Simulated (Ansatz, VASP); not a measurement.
## HfO2 in VASP and in Ansatz

```
Hf O
1.0
     5.11800    0.00000    0.00000
     0.00000    5.18570    0.00000
    -0.85866    0.00000    5.21387
Hf O
4 8
Cartesian
  1.2374 0.2172 1.0852
  3.4512 2.8100 1.5218
  3.0219 4.9685 4.1287
  0.8081 2.3757 3.6921
  1.8731 3.9327 2.5041
  2.8156 1.3399 0.1029
  2.3863 1.2530 2.7098
  1.4437 3.8458 5.1110
  0.0807 1.7593 1.7672
  4.6079 4.3521 0.8397
  4.1786 3.4264 3.4466
  -0.3486 0.8336 4.3742
```

Alike in both runs: functional PBE; k mesh 4 × 4 × 4; occupations fermi-dirac, width 0.02 eV; no spin polarisation.

Ansatz relaxed the structure, and its values are those at the end. VASP's run is a single point on that final structure, the one shown.

|  | VASP | Ansatz |
| --- | --- | --- |
| version | VASP 6.6.1 | Ansatz 0.2.0 |
| potentials or method | VASP PAW PBE potentials, release 64 (Hf_pv, O) | plane-wave PAW, scalar-relativistic |
| plane-wave cutoff (eV) | 520 | 420 |
| valence electrons in the cell | 88 | 152 |

Ansatz gave:

| Property | Result |
| --- | --- |
| gap on the k mesh at the Fermi level (eV) | 4.06 |
| pressure (GPa) | 4.9 |
| rms of the force components (eV/Å) | 0.000 |

**Question.** Which values does VASP return?

**Answer.** gap on the k mesh at the Fermi level (eV): 4.02; pressure (GPa): 1.7; rms of the force components (eV/Å): 0.034.

VASP's potentials hold 88 valence electrons a cell and Ansatz's 152, so a difference there can come from the potentials and not from the codes. Ansatz's warnings: stress scf threshold loose.

Neither program's run includes spin-orbit coupling.
